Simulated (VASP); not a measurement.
# Bi2Se3 (Paraguanajuatite) (R-3m) in VASP: settings compared

Bi2Se3 (Paraguanajuatite) is run at these levels: PBE, BLYP; tasks: single point.

Program: VASP 6.6.1. These are calculated values, not measurements. Logs are shortened: lines on timing, memory, paths and dates and some standing lists are left out, and cuts for length are marked.

### 1 The cell of the first run

It takes space group R-3m (No. 166, trigonal). Conventional cell: a = 4.191 Å, b = 4.191 Å, c = 31.190 Å, α = 90.00°, β = 90.00°, γ = 120.00°. Bi (site symmetry 3m) has 6 Se at 2.88 to 3.11 Å within 3.8 Å. Se (site symmetry 3m) has 3 Bi at 2.88 Å within 3.8 Å. Within 4.1 Å of Se (site symmetry -3m) lie 6 Bi at 3.11 Å.

### 2 Single point, PBE

Contents of INCAR:

```
SYSTEM = Bi2Se3
ALGO = Normal ; EDIFF = 1E-6
ENCUT = 520 ; GGA = PE
ISIF = 2 ; ISMEAR = -1
LASPH = .TRUE. ; LCHARG = .FALSE.
LREAL = .FALSE. ; LWAVE = .FALSE.
NBANDS = 32 ; NELM = 100
PREC = Accurate ; SIGMA = 0.05
```

Contents of KPOINTS:

```
k-points
0
G
  8 8 8
  0 0 0
```

Contents of POSCAR:

```
Bi2Se3
1.0
    2.0953003011      1.2097221928     10.3965176725
   -2.0953003011      1.2097221928     10.3965176725
    0.0000000000     -2.4194443857     10.3965176725
Bi Se
2 3
Direct
    0.6041506986      0.6041506986      0.6041506986
    0.3958493014      0.3958493014      0.3958493014
    0.7792809048      0.7792809048      0.7792809048
    0.2207190952      0.2207190952      0.2207190952
    0.0000000000      0.0000000000      0.0000000000
```

Potentials or basis: VASP PAW PBE potentials, release 64 (Bi_d, Se).

Started as:

```
$ cat potpaw_PBE.64/Bi_d/POTCAR potpaw_PBE.64/Se/POTCAR > POTCAR
$ mpirun -np 1 vasp_std > vasp.out
```

OUTCAR:

```text
SYSTEM = Bi2Se3
   EDIFF = 1E-6
   ENCUT = 520
   GGA = PE
   ISIF = 2
   ISMEAR = -1
   LASPH = .TRUE.
   LREAL = .FALSE.
   NELM = 100
   PREC = Accurate

 ion  position               nearest neighbor table
   1  0.604  0.604  0.604-   4 2.88   4 2.88   4 2.88   5 3.11   5 3.11   5 3.11
   2  0.396  0.396  0.396-   3 2.88   3 2.88   3 2.88   5 3.11   5 3.11   5 3.11
   3  0.779  0.779  0.779-   2 2.88   2 2.88   2 2.88
   4  0.221  0.221  0.221-   1 2.88   1 2.88   1 2.88
   5  0.000  0.000  0.000-   1 3.11   2 3.11   1 3.11   1 3.11   2 3.11   2 3.11

  LATTYP: Found a trigonal (rhomboedric) cell.
 ALAT       =    10.6743285901
 COS(alpha) =     0.9229377986

  Lattice vectors:

 A1 = (   2.0953003011,   1.2097221928,  10.3965176725)
 A2 = (  -2.0953003011,   1.2097221928,  10.3965176725)
 A3 = (   0.0000000000,  -2.4194443857,  10.3965176725)

Analysis of symmetry for initial positions (statically):
=====================================================================
 Subroutine PRICEL returns:
 Original cell was already a primitive cell.

 Routine SETGRP: Setting up the symmetry group for a
 trigonal (rhombohedral) supercell.

 Subroutine GETGRP returns: Found 12 space group operations
 (whereof 12 operations were pure point group operations)
 out of a pool of 12 trial point group operations.

The static configuration has the point symmetry D_3d.

Analysis of symmetry for dynamics (positions and initial velocities):
=====================================================================
 Subroutine PRICEL returns:
 Original cell was already a primitive cell.

 Routine SETGRP: Setting up the symmetry group for a
 trigonal (rhombohedral) supercell.

 Subroutine GETGRP returns: Found 12 space group operations
 (whereof 12 operations were pure point group operations)
 out of a pool of 12 trial point group operations.

The dynamic configuration has the point symmetry D_3d.

 Subroutine INISYM returns: Found 12 space group operations
 (whereof 12 operations are pure point group operations),
 and found     1 'primitive' translations

----------------------------------------------------------------------------------------

                                     Primitive cell

  volume of cell :     158.1143

  direct lattice vectors                    reciprocal lattice vectors
     2.095300301  1.209722193 10.396517672     0.238629279  0.137772678  0.032062018
    -2.095300301  1.209722193 10.396517672    -0.238629279  0.137772678  0.032062018
     0.000000000 -2.419444386 10.396517672     0.000000000 -0.275545357  0.032062018

  length of vectors
    10.674328590 10.674328590 10.674328590     0.277404428  0.277404428  0.277404428

  position of ions in fractional coordinates (direct lattice)
     0.604150699  0.604150699  0.604150699
     0.395849301  0.395849301  0.395849301
     0.779280905  0.779280905  0.779280905
     0.220719095  0.220719095  0.220719095
     0.000000000  0.000000000  0.000000000

  ion indices of the primitive-cell ions
   primitive index   ion index
                 1           1
                 2           2
                 3           3
                 4           4
                 5           5

----------------------------------------------------------------------------------------

 KPOINTS: k-points

Automatic generation of k-mesh.
 Grid dimensions read from file:
 generate k-points for:    8    8    8

 Generating k-lattice:

  Cartesian coordinates                     Fractional coordinates (reciprocal lattice)
     0.029828660  0.017221585  0.004007752     0.125000000  0.000000000 -0.000000000
    -0.029828660  0.017221585  0.004007752     0.000000000  0.125000000 -0.000000000
     0.000000000 -0.034443170  0.004007752    -0.000000000 -0.000000000  0.125000000

  Length of vectors
     0.034675553  0.034675553  0.034675553

  Shift w.r.t. Gamma in fractional coordinates (k-lattice)
     0.000000000  0.000000000  0.000000000

 Subroutine IBZKPT returns following result:
 ===========================================

 Found     65 irreducible k-points:

 Following reciprocal coordinates:
            Coordinates               Weight
  0.000000  0.000000  0.000000      1.000000
  0.125000  0.000000  0.000000      6.000000
  0.250000  0.000000  0.000000      6.000000
  0.375000 -0.000000  0.000000      6.000000
  0.500000  0.000000  0.000000      3.000000
  0.125000  0.125000  0.000000      6.000000
[... 16 lines left out ...]
  0.250000  0.125000  0.125000      6.000000
  0.375000  0.125000  0.125000      6.000000
 [... further k-points ...]
   k-points           NKPTS =     65   k-points in BZ     NKDIM =     65   number of bands    NBANDS=     32
   number of dos      NEDOS =    301   number of ions     NIONS =      5
   total plane-waves  NPLWV = 512000
   dimension x,y,z NGX =    80 NGY =   80 NGZ =   80
   dimension x,y,z NGXF=   160 NGYF=  160 NGZF=  160
   ions per type =               2   3
   NGX,Y,Z   is equivalent  to a cutoff of  12.46, 12.46, 12.46 a.u.
   NGXF,Y,Z  is equivalent  to a cutoff of  24.92, 24.92, 24.92 a.u.
 SYSTEM =  Bi2Se3
   PREC   = accura    normal or accurate (medium, high low for compatibility)
   ISTART =      0    job   : 0-new  1-cont  2-samecut
   ICHARG =      2    charge: 1-file 2-atom 10-const
   ISPIN  =      1    spin polarized calculation?
   LNONCOLLINEAR =      F non collinear calculations
   LSORBIT =      F    spin-orbit coupling
   LASPH  =      T    aspherical Exc in radial PAW
   ENCUT  =  520.0 eV  38.22 Ry    6.18 a.u.  19.85 19.85 19.85*2*pi/ulx,y,z
   NELM   =    100;   NELMIN=  2; NELMDL= -5     # of ELM steps
   EDIFF  = 0.1E-05   stopping-criterion for ELM
   LREAL  =      F    real-space projection
   EDIFFG = 0.1E-04   stopping-criterion for IOM
   NSW    =      0    number of steps for IOM
   IBRION =     -1    ionic relax: 0-MD 1-quasi-New 2-CG
   NFREE  =      0    steps in history (QN), initial steepest desc. (CG)
   ISIF   =      2    stress and relaxation
   ISYM   =      2    0-nonsym 1-usesym 2-fastsym
   POTIM  = 0.5000    time-step for ionic-motion
   TEBEG  =    0.0;   TEEND  =   0.0 temperature during run
   PSTRESS=    0.0 pullay stress
   NELECT =      48.0000    total number of electrons
   NUPDOWN=      -1.0000    fix difference up-down
   EMIN   =  10.00;   EMAX   =-10.00  energy-range for DOS
   EFERMI =   0.00;   METHOD = LEGACY
   ISMEAR =    -1;   SIGMA  =   0.05  broadening in eV -4-tet -1-fermi 0-gaus
   EFERMI_NEDOS =   21; number of points for ismear=-14 and -15
   IALGO  =     38    algorithm
   IMIX   =      4    mixing-type and parameters
     AMIX     =   0.40;   BMIX     =  1.00
     AMIX_MAG =   1.60;   BMIX_MAG =  1.00
  volume/ion in A,a.u.               =      31.62       213.40
  Fermi-wavevector in a.u.,A,eV,Ry     =   1.100267  2.079204 16.471053  1.210588
  Thomas-Fermi vector in A             =   2.236676
   LORBIT       =      0    0 simple, 1 ext, 2 COOP (PROOUT), +10 PAW based schemes
   GGA     = PE    functional components
   LHFCALC =     F    Hartree Fock is set to
   AEXX    =    0.0000 exact exchange contribution
   IVDW    =     0    specifies the selected vdW correction
   LEPSILON=     F    determine dielectric tensor
   LRPA    =     F    only Hartree local field effects (RPA)
 non-spin polarized calculation
  energy-cutoff  :      520.00
  volume of cell :      158.11
 maximum number of plane-waves:      4293
   NGX = 39   NGY = 39   NGZ = 39

 number of electron      47.9999995 magnetization

 Free energy of the ion-electron system (eV)
  ---------------------------------------------------
  ext. energy  EPLUGINS =         0.00000000
  ---------------------------------------------------
  free energy    TOTEN  =       -20.23683356 eV

  energy without entropy =      -20.23680351  energy(sigma->0) =      -20.23681854

 E-fermi :   3.7962     XC(G=0):  -8.8962

 val. band max:        3.3992503455   @ k =   0.0000   0.0000   0.0000
 cond. band min:       4.0868430545   @ k =   0.0000   0.0000   0.0000
 fundamental gap:      0.6875927090
 Fermi energy:         3.7962111928

 k-point     1 :       0.0000    0.0000    0.0000
  band No.  band energies     occupation
      1     -19.2675      2.00000
      2     -19.2675      2.00000
      3     -19.2662      2.00000
      4     -19.2662      2.00000
      5     -19.2631      2.00000
      6     -19.2610      2.00000
[... 24 lines left out ...]
     31       9.7639      0.00000
     32      10.2202      0.00000

 k-point     2 :       0.1250    0.0000    0.0000
  band No.  band energies     occupation
      1     -19.2692      2.00000
      2     -19.2676      2.00000
      3     -19.2642      2.00000
      4     -19.2629      2.00000
      5     -19.2610      2.00000
      6     -19.2589      2.00000
[... 24 lines left out ...]
     31       9.5504      0.00000
     32      10.0958      0.00000

 k-point     3 :       0.2500    0.0000    0.0000
  band No.  band energies     occupation
      1     -19.2743      2.00000
      2     -19.2719      2.00000
      3     -19.2598      2.00000
      4     -19.2573      2.00000
      5     -19.2560      2.00000
      6     -19.2559      2.00000
[... 24 lines left out ...]
     31       8.6480      0.00000
     32      10.1751      0.00000

 k-point     4 :       0.3750   -0.0000    0.0000
  band No.  band energies     occupation
      1     -19.2805      2.00000
      2     -19.2770      2.00000
      3     -19.2633      2.00000
      4     -19.2591      2.00000
      5     -19.2565      2.00000
      6     -19.2529      2.00000
[... 24 lines left out ...]
     31       8.2043      0.00000
     32      10.4197      0.00000

 k-point     5 :       0.5000    0.0000    0.0000
  band No.  band energies     occupation
      1     -19.2832      2.00000
      2     -19.2793      2.00000
      3     -19.2647      2.00000
      4     -19.2604      2.00000
      5     -19.2569      2.00000
      6     -19.2527      2.00000
[... 584 lines left out ...]
     31       8.7097      0.00000
     32      10.3437      0.00000

 k-point    22 :       0.1250    0.1250    0.1250
  band No.  band energies     occupation
      1     -19.2675      2.00000
      2     -19.2675      2.00000
      3     -19.2662      2.00000
      4     -19.2662      2.00000
      5     -19.2630      2.00000
      6     -19.2610      2.00000
[... 24 lines left out ...]
     31       9.7779      0.00000
     32      10.2171      0.00000

 k-point    23 :       0.2500    0.1250    0.1250
  band No.  band energies     occupation
      1     -19.2692      2.00000
      2     -19.2676      2.00000
      3     -19.2642      2.00000
      4     -19.2629      2.00000
      5     -19.2610      2.00000
      6     -19.2589      2.00000
[... 24 lines left out ...]
     31       9.5174      0.00000
     32      10.1676      0.00000

 k-point    24 :       0.3750    0.1250    0.1250
  band No.  band energies     occupation
      1     -19.2743      2.00000
      2     -19.2719      2.00000
      3     -19.2598      2.00000
      4     -19.2573      2.00000
      5     -19.2560      2.00000
      6     -19.2559      2.00000
[... 24 lines left out ...]
     31       8.6508      0.00000
     32      10.2804      0.00000

 [... further k-points ...]
[... 5 lines left out ...]
  --------------------------------------------------------------------------------------
  -------------------------------------------------------------------------------------
  Total        0.0083985      0.0083985      0.0336035      0.0000000     -0.0000000      0.0000000
  in kB        0.0851025      0.0851025      0.3405054      0.0000000     -0.0000000      0.0000000
  external PRESSURE =       0.1702368 kB  Pullay stress =       0.0000000 kB

 VOLUME and BASIS-vectors are now :
 -----------------------------------------------------------------------------
  energy-cutoff  :      520.00
  volume of cell :      158.11
      direct lattice vectors                 reciprocal lattice vectors
     2.095300301  1.209722193 10.396517672     0.238629279  0.137772678  0.032062018
    -2.095300301  1.209722193 10.396517672    -0.238629279  0.137772678  0.032062018
     0.000000000 -2.419444386 10.396517672     0.000000000 -0.275545357  0.032062018

 POSITION                                       TOTAL-FORCE (eV/Angst)
 -----------------------------------------------------------------------------------
      0.00000     -0.00000     18.84319         0.000000     -0.000000      0.007833
      0.00000     -0.00000     12.34636         0.000000      0.000000     -0.007833
      0.00000     -0.00000     24.30542         0.000000     -0.000000      0.009641
      0.00000     -0.00000      6.88413         0.000000      0.000000     -0.009641
      0.00000      0.00000      0.00000         0.000000     -0.000000     -0.000000
 -----------------------------------------------------------------------------------
    total drift:                               -0.000000     -0.000000     -0.000000

  FREE ENERGIE OF THE ION-ELECTRON SYSTEM (eV)
  ---------------------------------------------------
  free  energy   TOTEN  =       -20.2368335602 eV

  energy  without entropy=      -20.2368035107  energy(sigma->0) =      -20.23681854
```

Run time: 22 min. Hardware: 1 thread of Intel Xeon Platinum 8488C (Sapphire Rapids), shared host; peak memory 1.1 GiB.

Results:

- Free energy: -20.2368 eV
- Pressure: 0.0 GPa
- Largest force: 0.010 eV/Å
- Band gap on the k mesh: 0.69 eV, direct

Forces on the atoms (eV/Å):
```
Bi   0.000  0.000  0.008
Bi   0.000  0.000 -0.008
Se   0.000  0.000  0.010
Se   0.000  0.000 -0.010
Se   0.000  0.000  0.000
```

Levels at points of the mesh, in eV from the valence-band top:
```csv
k point,band 20,band 21,band 22,band 23,band 24,band 25,band 26,band 27,band 28,band 29
"(0.00, 0.00, 0.00)",-1.18,-1.18,-0.72,-0.72,0.00,0.69,1.97,1.97,2.50,3.02
"(0.50, 0.00, 0.00)",-2.22,-2.05,-1.24,-0.82,-0.42,1.42,2.61,3.17,3.40,4.34
"(0.50, 0.50, 0.00)",-2.11,-1.59,-1.07,-0.92,-0.75,1.72,2.52,2.83,3.37,4.10
"(0.50, 0.50, 0.50)",-1.13,-0.92,-0.77,-0.77,-0.25,0.83,2.06,2.06,2.46,2.93
```

Caveat: spin-orbit coupling is left out, which moves the levels of the heavy elements. A k mesh can miss the band edges.

### 3 Single point, BLYP

This run uses another cell than the first one, of 28.38 Å³/atom, 0.897 times its volume.

Contents of INCAR:

```
SYSTEM = Bi2Se3
PREC     = Accurate       ! precision mode
ENCUT    = 520            ! plane-wave cutoff, eV
EDIFF    = 1E-7           ! SCF threshold, eV
ISMEAR   = -1             ! smearing method
SIGMA    = 0.05           ! smearing width, eV
LREAL    = .False.        ! projectors in reciprocal space
LASPH    = .True.         ! aspherical terms in the spheres
NELM     = 80             ! most SCF steps
ALGO     = Normal         ! electronic algorithm
ISIF     = 2              ! what is computed and relaxed
LWAVE    = .False.        ! write WAVECAR
LCHARG   = .False.        ! write CHGCAR
GGA      = B5             ! functional
ALDAX    = 1.0          
AGGAX    = 1.0          
AGGAC    = 1.0          
ALDAC    = 0.0          
NBANDS   = 32             ! bands
```

Contents of KPOINTS:

```
regular mesh
0
Gamma
  8 8 8
  0 0 0
```

Contents of POSCAR:

```
Bi2Se3
1.0
    2.0715000000      1.1959810826      9.5453333333
   -2.0715000000      1.1959810826      9.5453333333
    0.0000000000     -2.3919621653      9.5453333333
Bi Se
2 3
Direct
    0.5992000000      0.5992000000      0.5992000000
    0.4008000000      0.4008000000      0.4008000000
    0.7883000000      0.7883000000      0.7883000000
    0.2117000000      0.2117000000      0.2117000000
    0.0000000000      0.0000000000      0.0000000000
```

Potentials or basis: VASP PAW PBE potentials, release 64 (Bi_d, Se).

Started as:

```
$ cat potpaw_PBE.64/Bi_d/POTCAR potpaw_PBE.64/Se/POTCAR > POTCAR
$ mpirun -np 1 vasp_std > vasp.out
```

Wall time 20 min (1 thread of Intel Xeon 6975P-C (Granite Rapids), shared host); peak memory 1 GiB.

Results (log left out):

```yaml
Free_energy: -17.1021 eV
Pressure: 6.5 GPa
Largest_force: 0.344 eV/Å
Band_gap_on_the_k_mesh: 0.26 eV, direct
```

Forces in eV/Å, atoms in the order of the input:
```
Bi   0.000  0.000  0.147
Bi   0.000  0.000 -0.147
Se   0.000  0.000  0.344
Se   0.000  0.000 -0.344
Se   0.000  0.000  0.000
```

Stress tensor (GPa, compression positive):
```
6.66 0.00 0.00
0.00 6.66 0.00
0.00 0.00 6.29
```

Levels at points of the mesh, in eV from the valence-band top:
```tsv
k point	band 22	band 23	band 24	band 25	band 26	band 27
(0.00, 0.00, 0.00)	-1.21	-1.21	0.00	0.26	1.36	1.36
(0.50, 0.00, 0.00)	-2.12	-1.24	-0.55	0.86	1.89	3.00
(0.50, 0.50, 0.00)	-1.86	-1.64	-1.00	1.38	1.96	2.55
(0.50, 0.50, 0.50)	-1.38	-1.38	-0.44	0.66	1.66	1.66
```

Caveat: the PAW data sets were made with another functional, which shifts forces and pressure a little; spin-orbit coupling is left out, which moves the levels of the heavy elements.
